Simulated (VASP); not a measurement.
# Te (P3_121) in VASP: further runs, part 2 of 3

VASP 6.6.1.

### Step 4. Electric field gradients, LDA (volume scaled by 0.99)

Contents of INCAR:

```
SYSTEM = Te
PREC     = Accurate       ! precision mode
ENCUT    = 520            ! plane-wave cutoff, eV
EDIFF    = 1E-8           ! SCF threshold, eV
ISMEAR   = -1             ! smearing method
SIGMA    = 0.08           ! smearing width, eV
LREAL    = .FALSE.        ! projectors in reciprocal space
LASPH    = .TRUE.         ! aspherical terms in the spheres
NELM     = 100            ! most SCF steps
ALGO     = Normal         ! electronic algorithm
ISIF     = 2              ! what is computed and relaxed
LWAVE    = .FALSE.        ! write WAVECAR
LCHARG   = .FALSE.        ! write CHGCAR
GGA      = CA             ! functional
LEFG     = .TRUE.       
NBANDS   = 16             ! bands
```

Contents of KPOINTS:

```
Automatic mesh
0
G
  9 9 6
  0 0 0
```

Contents of POSCAR:

```
Te
1.0
    4.4430896501      0.0000000000      0.0000000000
   -2.2215448251      3.8478285083      0.0000000000
    0.0000000000      0.0000000000      5.9051837985
Te
3
Direct
    0.7450000000      0.0000000000      0.3333333333
    0.0000000000      0.7450000000      0.6666666667
    0.2550000000      0.2550000000      0.0000000000
```

Potentials or basis: VASP PAW LDA potentials, release 64 (Te).

Command:

```console
$ cat potpaw_LDA.64/Te/POTCAR > POTCAR
$ mpirun -np 1 vasp_std > vasp.out
```

OUTCAR:

```text
SYSTEM = Te
   PREC = Accurate
   ENCUT = 520
   EDIFF = 1E-8
   ISMEAR = -1
   LREAL = .FALSE.
   LASPH = .TRUE.
   NELM = 100
   ISIF = 2
   GGA = CA

 ion  position               nearest neighbor table
   1  0.745  0.000  0.333-   3 2.78   2 2.78   3 3.52   3 3.52   2 3.52   2 3.52
   2  0.000  0.745  0.667-   3 2.78   1 2.78   3 3.52   3 3.52   1 3.52   1 3.52
   3  0.255  0.255  0.000-   1 2.78   2 2.78   2 3.52   1 3.52   1 3.52   2 3.52

  LATTYP: Found a hexagonal cell.
 ALAT       =     4.4430896501
 C/A-ratio  =     1.3290714938

  Lattice vectors:

 A1 = (   4.4430896501,   0.0000000000,   0.0000000000)
 A2 = (  -2.2215448251,   3.8478285083,   0.0000000000)
 A3 = (   0.0000000000,   0.0000000000,   5.9051837985)

Analysis of symmetry for initial positions (statically):
=====================================================================
 Subroutine PRICEL returns:
 Original cell was already a primitive cell.

 Routine SETGRP: Setting up the symmetry group for a
 hexagonal supercell.

 Subroutine GETGRP returns: Found  6 space group operations
 (whereof  2 operations were pure point group operations)
 out of a pool of 24 trial point group operations.

The static configuration has the point symmetry C_2 .
 The point group associated with its full space group is D_3 .

Analysis of symmetry for dynamics (positions and initial velocities):
=====================================================================
 Subroutine PRICEL returns:
 Original cell was already a primitive cell.

 Routine SETGRP: Setting up the symmetry group for a
 hexagonal supercell.

 Subroutine GETGRP returns: Found  6 space group operations
 (whereof  2 operations were pure point group operations)
 out of a pool of 24 trial point group operations.

The dynamic configuration has the point symmetry C_2 .
 The point group associated with its full space group is D_3 .

 Subroutine INISYM returns: Found  6 space group operations
 (whereof  2 operations are pure point group operations),
 and found     1 'primitive' translations

----------------------------------------------------------------------------------------

                                     Primitive cell

  volume of cell :     100.9565

  direct lattice vectors                    reciprocal lattice vectors
     4.443089650  0.000000000  0.000000000     0.225068607  0.129943421  0.000000000
    -2.221544825  3.847828508  0.000000000     0.000000000  0.259886842  0.000000000
     0.000000000  0.000000000  5.905183799     0.000000000  0.000000000  0.169342739

  length of vectors
     4.443089650  4.443089650  5.905183799     0.259886842  0.259886842  0.169342739

  position of ions in fractional coordinates (direct lattice)
     0.745000000  0.000000000  0.333333333
     0.000000000  0.745000000  0.666666667
     0.255000000  0.255000000  0.000000000

  ion indices of the primitive-cell ions
   primitive index   ion index
                 1           1
                 2           2
                 3           3

----------------------------------------------------------------------------------------
[... 79 lines left out ...]
   TEBEG  =    0.0;   TEEND  =   0.0 temperature during run
   PSTRESS=    0.0 pullay stress
   NELECT =      18.0000    total number of electrons
   NUPDOWN=      -1.0000    fix difference up-down
   EMIN   =  10.00;   EMAX   =-10.00  energy-range for DOS
   EFERMI =   0.00;   METHOD = LEGACY
   ISMEAR =    -1;   SIGMA  =   0.08  broadening in eV -4-tet -1-fermi 0-gaus
   EFERMI_NEDOS =   21; number of points for ismear=-14 and -15
   IALGO  =     38    algorithm
   IMIX   =      4    mixing-type and parameters
     AMIX     =   0.40;   BMIX     =  1.00
     AMIX_MAG =   1.60;   BMIX_MAG =  1.00
  volume/ion in A,a.u.               =      33.65       227.10
  Fermi-wavevector in a.u.,A,eV,Ry     =   0.921413  1.741218 11.551369  0.849002
  Thomas-Fermi vector in A             =   2.046826
   LORBIT       =      0    0 simple, 1 ext, 2 COOP (PROOUT), +10 PAW based schemes
   GGA     = CA    functional components
   LHFCALC =     F    Hartree Fock is set to
   AEXX    =    0.0000 exact exchange contribution
   IVDW    =     0    specifies the selected vdW correction
   LEPSILON=     F    determine dielectric tensor
   LRPA    =     F    only Hartree local field effects (RPA)
 non-spin polarized calculation
  energy-cutoff  :      520.00
  volume of cell :      100.96
 maximum number of plane-waves:      2748
 NGX is ok and might be reduce to    36
   NGX = 17   NGY = 17   NGZ = 21

 number of electron      17.9999999 magnetization

 Free energy of the ion-electron system (eV)
  ---------------------------------------------------
  ext. energy  EPLUGINS =         0.00000000
  ---------------------------------------------------
  free energy    TOTEN  =       -11.29347947 eV

  energy without entropy =      -11.29117088  energy(sigma->0) =      -11.29232517

 E-fermi :   6.0043     XC(G=0):  -9.3189

 val. band max:        5.9604053751   @ k =   0.3333   0.3333   0.5000
 cond. band min:       6.4779028663   @ k =   0.0000   0.0000   0.5000
 fundamental gap:      0.5174974912
 Fermi energy:         6.0042989752

 k-point     1 :       0.0000    0.0000    0.0000
  band No.  band energies     occupation
      1      -7.9701      2.00000
      2      -4.5290      2.00000
      3      -4.5290      2.00000
      4       2.7221      2.00000
      5       2.9927      2.00000
      6       2.9927      2.00000
[... 433 lines left out ...]
      3      -3.9395      2.00000
      4       1.2176      2.00000
      5       1.6615      2.00000
      6       2.7483      2.00000
[... 8 lines left out ...]
     15      12.3657      0.00000
     16      12.7699      0.00000

 [... further k-points ...]
[... 5 lines left out ...]
  --------------------------------------------------------------------------------------
  -------------------------------------------------------------------------------------
  Total        0.0146662      0.0146662      0.6492909     -0.0000000      0.0000000     -0.0000000
  in kB        0.2327520      0.2327520     10.3042329     -0.0000000      0.0000000     -0.0000000
  external PRESSURE =       3.5899123 kB  Pullay stress =       0.0000000 kB

 VOLUME and BASIS-vectors are now :
 -----------------------------------------------------------------------------
  energy-cutoff  :      520.00
  volume of cell :      100.96
      direct lattice vectors                 reciprocal lattice vectors
     4.443089650  0.000000000  0.000000000     0.225068607  0.129943421  0.000000000
    -2.221544825  3.847828508  0.000000000     0.000000000  0.259886842  0.000000000
     0.000000000  0.000000000  5.905183799     0.000000000  0.000000000  0.169342739

 POSITION                                       TOTAL-FORCE (eV/Angst)
 -----------------------------------------------------------------------------------
      3.31010      0.00000      1.96839        -0.593568      0.000000     -0.000000
     -1.65505      2.86663      3.93679         0.296784     -0.514045     -0.000000
      0.56649      0.98120      0.00000         0.296784      0.514045      0.000000
 -----------------------------------------------------------------------------------
    total drift:                                0.000000      0.000000     -0.000000

  FREE ENERGIE OF THE ION-ELECTRON SYSTEM (eV)
  ---------------------------------------------------
  free  energy   TOTEN  =       -11.2934794679 eV

  energy  without entropy=      -11.2911708783  energy(sigma->0) =      -11.29232517

 Electric field gradients (V/A^2)
---------------------------------------------------------------------
 ion       V_xx      V_yy      V_zz      V_xy      V_xz      V_yz
---------------------------------------------------------------------
   1     175.236  -403.531   228.295     0.000    -0.000  -342.060
   2    -258.839    30.544   228.295  -250.614   296.233   171.030
   3    -258.839    30.545   228.295   250.614  -296.233   171.030
---------------------------------------------------------------------

 Electric field gradients after diagonalization (V/A^2)
 (convention: |V_zz| > |V_xx| > |V_yy|)
----------------------------------------------------------------------
 ion       V_xx      V_yy      V_zz     asymmetry (V_yy - V_xx)/ V_zz
----------------------------------------------------------------------
   1     378.006   175.236  -553.243       0.367
   2     378.006   175.236  -553.243       0.367
   3     378.006   175.237  -553.243       0.367
----------------------------------------------------------------------

           NMR quadrupolar parameters

 Cq : quadrupolar parameter    Cq=e*Q*V_zz/h
 eta: asymmetry parameters     (V_yy - V_xx)/ V_zz
 Q  : nuclear electric quadrupole moment in mb (millibarn)
----------------------------------------------------------------------
 ion       Cq(MHz)       eta       Q (mb)
----------------------------------------------------------------------
   1      -1.338       0.367       1.000
   2      -1.338       0.367       1.000
   3      -1.338       0.367       1.000
----------------------------------------------------------------------
```

Wall time 91 s (1 thread of Intel Xeon Platinum 8259CL at 2.50GHz (Skylake/Cascade Lake), shared host); peak memory 0.24 GiB.

Results:

| Quantity | Value |
| --- | --- |
| Free energy | -11.2935 eV |
| Pressure | 0.4 GPa |
| Largest force | 0.594 eV/Å |

Forces in eV/Å, atoms in the order of the input:
```
Te  -0.594  0.000  0.000
Te   0.297 -0.514  0.000
Te   0.297  0.514  0.000
```

Levels at points of the mesh, in eV from the Fermi level:
```csv
k point,band 6,band 7,band 8,band 9,band 10,band 11,band 12,band 13
"(0.00, 0.00, 0.00)",-3.01,-1.79,-1.79,-0.74,0.94,0.94,1.62,4.69
"(0.00, 0.00, 0.50)",-2.82,-1.49,-1.23,-1.23,0.47,0.59,0.59,3.84
```

Electric field gradients, principal values (V/Å²):
```tsv
atom	least	middle	greatest (by size)
1 Te	175.236	378.006	-553.243
2 Te	175.236	378.006	-553.243
3 Te	175.237	378.006	-553.243
```

Caveat: without QUAD_EFG the Cq values of the log hold for a quadrupole moment of 1 mb, not for the nuclei; spin-orbit coupling is left out, which moves the levels of the heavy elements.

### Step 5. Electric field gradients, LDA (volume scaled by 0.99)

Contents of INCAR:

```
ALGO = Normal
EDIFF = 1E-8
ENCUT = 520
ISIF = 2
ISMEAR = -1
LASPH = T
LCHARG = F
LEFG = T
LREAL = F
LWAVE = F
NBANDS = 16
NELM = 100
PREC = Accurate
SIGMA = 0.08
```

Contents of KPOINTS:

```
k-points
0
Gamma
  9 9 6
```

POSCAR is that of step 4.

Potentials or basis: VASP PAW LDA potentials, release 64 (Te).

Command:

```console
$ cat potpaw_LDA.64/Te/POTCAR > POTCAR
$ mpirun -np 1 vasp_std > vasp.out
```

OUTCAR:

```text
EDIFF = 1E-8
   ENCUT = 520
   ISIF = 2
   ISMEAR = -1
   LASPH = T
   LREAL = F
   NELM = 100
   PREC = Accurate

 ion  position               nearest neighbor table
   1  0.745  0.000  0.333-   3 2.78   2 2.78   3 3.52   3 3.52   2 3.52   2 3.52
   2  0.000  0.745  0.667-   3 2.78   1 2.78   3 3.52   3 3.52   1 3.52   1 3.52
   3  0.255  0.255  0.000-   1 2.78   2 2.78   2 3.52   1 3.52   1 3.52   2 3.52

  LATTYP: Found a hexagonal cell.
 ALAT       =     4.4430896501
 C/A-ratio  =     1.3290714938

  Lattice vectors:

 A1 = (   4.4430896501,   0.0000000000,   0.0000000000)
 A2 = (  -2.2215448251,   3.8478285083,   0.0000000000)
 A3 = (   0.0000000000,   0.0000000000,   5.9051837985)

Analysis of symmetry for initial positions (statically):
=====================================================================
 Subroutine PRICEL returns:
 Original cell was already a primitive cell.

 Routine SETGRP: Setting up the symmetry group for a
 hexagonal supercell.

 Subroutine GETGRP returns: Found  6 space group operations
[... 652 lines left out ...]

 POSITION                                       TOTAL-FORCE (eV/Angst)
 -----------------------------------------------------------------------------------
      3.31010      0.00000      1.96839        -0.593568      0.000000     -0.000000
     -1.65505      2.86663      3.93679         0.296784     -0.514045     -0.000000
      0.56649      0.98120      0.00000         0.296784      0.514045      0.000000
 -----------------------------------------------------------------------------------
    total drift:                                0.000000      0.000000     -0.000000

  FREE ENERGIE OF THE ION-ELECTRON SYSTEM (eV)
  ---------------------------------------------------
  free  energy   TOTEN  =       -11.2934794679 eV

  energy  without entropy=      -11.2911708783  energy(sigma->0) =      -11.29232517

 Electric field gradients (V/A^2)
---------------------------------------------------------------------
 ion       V_xx      V_yy      V_zz      V_xy      V_xz      V_yz
---------------------------------------------------------------------
   1     175.236  -403.531   228.295     0.000    -0.000  -342.060
   2    -258.839    30.544   228.295  -250.614   296.233   171.030
   3    -258.839    30.545   228.295   250.614  -296.233   171.030
---------------------------------------------------------------------

 Electric field gradients after diagonalization (V/A^2)
 (convention: |V_zz| > |V_xx| > |V_yy|)
----------------------------------------------------------------------
 ion       V_xx      V_yy      V_zz     asymmetry (V_yy - V_xx)/ V_zz
----------------------------------------------------------------------
   1     378.006   175.236  -553.243       0.367
   2     378.006   175.236  -553.243       0.367
   3     378.006   175.237  -553.243       0.367
----------------------------------------------------------------------

           NMR quadrupolar parameters

 Cq : quadrupolar parameter    Cq=e*Q*V_zz/h
 eta: asymmetry parameters     (V_yy - V_xx)/ V_zz
 Q  : nuclear electric quadrupole moment in mb (millibarn)
----------------------------------------------------------------------
 ion       Cq(MHz)       eta       Q (mb)
----------------------------------------------------------------------
   1      -1.338       0.367       1.000
   2      -1.338       0.367       1.000
   3      -1.338       0.367       1.000
----------------------------------------------------------------------
```

OSZICAR:

```text
N       E                     dE             d eps       ncg     rms          rms(c)
DAV:   1     0.718299193536E+02    0.71830E+02   -0.64100E+03  1984   0.896E+02
DAV:   2    -0.654068811343E+01   -0.78371E+02   -0.74458E+02  2632   0.135E+02
DAV:   3    -0.112683700364E+02   -0.47277E+01   -0.47069E+01  2448   0.376E+01
DAV:   4    -0.113537944638E+02   -0.85424E-01   -0.85414E-01  3000   0.586E+00
DAV:   5    -0.113548234925E+02   -0.10290E-02   -0.10290E-02  2600   0.556E-01    0.128E+01
DAV:   6    -0.113104926387E+02    0.44331E-01   -0.22904E-02  2600   0.842E-01    0.817E+00
DAV:   7    -0.112946739556E+02    0.15819E-01   -0.50048E-02  2304   0.119E+00    0.363E-01
DAV:   8    -0.112934592514E+02    0.12147E-02   -0.92110E-03  2192   0.535E-01    0.168E-01
DAV:   9    -0.112934817184E+02   -0.22467E-04   -0.28353E-04  2904   0.106E-01    0.124E-01
DAV:  10    -0.112934875582E+02   -0.58399E-05   -0.35154E-05  2440   0.361E-02    0.279E-02
DAV:  11    -0.112934800833E+02    0.74749E-05   -0.13535E-05  2416   0.225E-02    0.812E-03
DAV:  12    -0.112934795178E+02    0.56551E-06   -0.26143E-06  2744   0.916E-03    0.354E-03
DAV:  13    -0.112934795271E+02   -0.93514E-08   -0.32799E-07  2488   0.294E-03    0.296E-03
DAV:  14    -0.112934794648E+02    0.62365E-07   -0.15640E-07  2512   0.225E-03    0.944E-04
DAV:  15    -0.112934794679E+02   -0.30777E-08   -0.23528E-08  2072   0.807E-04
   1 F= -.11293479E+02 E0= -.11292325E+02  d E =-.230859E-02
```

stdout:

```text
POSCAR found type information on POSCAR Te
 POSCAR found :  1 types and       3 ions
 scaLAPACK will be used
 LDA part: xc-table for (Slater(with rela. corr.)+CA(PZ))
 , standard interpolation
 POSCAR, INCAR and KPOINTS ok, starting setup
 FFT: planning ... GRIDC
 FFT: planning ... GRID_SOFT
 FFT: planning ... GRID
 WAVECAR not read
 entering main loop
ion   1

ion   2
     0.0000585     1.0640937    -0.6222164    -0.6705994    -1.0777104     0.6143548
     0.0000806     1.0640937    -0.6222164    -0.6705994    -1.0777104     0.6143548
     0.0001110     1.0640937    -0.6222164    -0.6705994    -1.0777104     0.6143548
     0.0001528     1.0640937    -0.6222164    -0.6705994    -1.0777104     0.6143548

     0.0000585   229.2908325  -156.3911959  -180.7789974  -270.8774971   132.3811239
     0.0000806   229.2634936  -156.3725108  -180.7573438  -270.8451336   132.3653397
     0.0001110   229.2201669  -156.3429002  -180.7230260  -270.7938466   132.3403250
     0.0001528   229.1517952  -156.2961759  -180.6688692  -270.7129177   132.3008506

ion   3
     0.0000585    -1.0640937    -0.6222164    -0.6705994     1.0777104     0.6143548
     0.0000806    -1.0640937    -0.6222164    -0.6705994     1.0777104     0.6143548
     0.0001110    -1.0640937    -0.6222164    -0.6705994     1.0777104     0.6143548
     0.0001528    -1.0640937    -0.6222164    -0.6705994     1.0777104     0.6143548

     0.0000585  -229.2908326  -156.3911959  -180.7789974   270.8774971   132.3811239
     0.0000806  -229.2634936  -156.3725108  -180.7573438   270.8451336   132.3653397
     0.0001110  -229.2201669  -156.3429002  -180.7230260   270.7938466   132.3403250
     0.0001528  -229.1517953  -156.2961759  -180.6688692   270.7129177   132.3008506
```

Wall time 92 s (1 thread of Intel Xeon Platinum 8259CL at 2.50GHz (Skylake/Cascade Lake), shared host); peak memory 0.24 GiB.

What came out:

```
Free energy   : -11.2935 eV
Pressure      : 0.4 GPa
Largest force : 0.594 eV/Å
```

Forces on the atoms (eV/Å):
```
Te  -0.594  0.000  0.000
Te   0.297 -0.514  0.000
Te   0.297  0.514  0.000
```

Electric field gradients, principal values (V/Å²):
```csv
atom,least,middle,greatest (by size)
1 Te,175.236,378.006,-553.243
2 Te,175.236,378.006,-553.243
3 Te,175.237,378.006,-553.243
```

Caveat: without QUAD_EFG the Cq values of the log hold for a quadrupole moment of 1 mb, not for the nuclei; spin-orbit coupling is left out, which moves the levels of the heavy elements.

(Continued in part 3 of 3.)
